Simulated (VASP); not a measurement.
**ZrB2: single point with LDA**

The system is ZrB2.

```
Zr B
1.0
     3.10120    0.00000    0.00000
    -1.55060    2.68572    0.00000
     0.00000    0.00000    3.66330
Zr B
1 2
Direct
  0.00000 0.00000 0.00000
  0.33333 0.66667 0.50000
  0.66667 0.33333 0.50000
```

| Item | Value |
| --- | --- |
| Program | VASP 6.6.1 |
| Task | single point |
| Functional | LDA |
| Potentials or basis | VASP PAW LDA potentials, release 64 (Zr_sv, B) |
| Cutoff | 520 eV |
| k mesh | 15 × 15 × 12 |
| Occupations | gaussian, width 0.15 eV |
| Spin | no spin polarisation |
| Dipole correction | no |
| Further INCAR settings | ALGO = Normal; EDIFF = 1e-06; NBANDS = 16 |

```yaml
Pressure: -5.5 GPa
Band_gap_on_the_k_mesh: zero (bands 9 and 10 overlap by 1.08 eV)
```

Stress tensor (GPa, compression positive):
```
  1.01   0.00   0.00
  0.00   1.01   0.00
  0.00   0.00 -18.42
```

Levels at points of the mesh, in eV from the Fermi level:
```
           k point  band 6  band 7  band 8  band 9  band 10  band 11  band 12  band 13
(0.00, 0.00, 0.00)   -2.73   -2.66   -2.17   -2.17     3.53     3.53     3.79     3.79
(0.00, 0.00, 0.50)   -6.91   -0.63   -0.63    0.84     0.84     0.93     0.93     0.94
```

Wall time 90 s on 1 thread of Intel Xeon 8259CL, on a shared host, peak memory 0.2 GiB.

Caveat: the cell stands under tension.
